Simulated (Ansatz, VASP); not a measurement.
One calculation of NiO, two programs

```xyz
2
Lattice="0.0000 2.0859 2.0859 2.0859 0.0000 2.0859 2.0859 2.0859 0.0000" Properties=species:S:1:pos:R:3 pbc="T T T"
Ni    0.0000    0.0000    0.0000
O     2.0859    2.0859    2.0859
```

Alike in both runs: task relaxation of cell and atoms; functional PBE exchange alone; k mesh 11 × 11 × 11; occupations fermi-dirac, width 0.05 eV; collinear spin.

|  | VASP | Ansatz |
| --- | --- | --- |
| version | VASP 6.6.1 | Ansatz 0.2.0 |
| potentials or method | VASP PAW PBE potentials, release 64 (Ni, O) | Ansatz PAW |
| plane-wave cutoff (eV) | 600 | 420 |
| valence electrons in the cell | 16 | 24 |

Ansatz gave:

- net moment per atom (μB): 1.00
- size of the moment on the site where the two differ most (μB): 1.61
- relaxed volume (Å³/atom): 10.85
- relaxed cell length with the largest relative difference (Å): 3.131

Q: What did VASP give for the same quantities?

A: net moment per atom (μB): 0.00; size of the moment on the site where the two differ most (μB): 0.00; relaxed volume (Å³/atom): 10.30; relaxed cell length with the largest relative difference (Å): 3.077.

The net moments are unlike, so the other rows may belong to different states. VASP's potentials were made for PBE, not for PBE exchange alone. Site moments also hang on the region over which each program counts them. VASP's potentials hold 16 valence electrons a cell and Ansatz's 24, so a difference there can come from the potentials and not from the codes.

Noted on Ansatz's run: the volume moved by over 15 % at a fixed basis, so the end points are rough; the plane-wave basis is chosen anew once the cell has moved, so the energies of steps on either side of that aren't comparable.
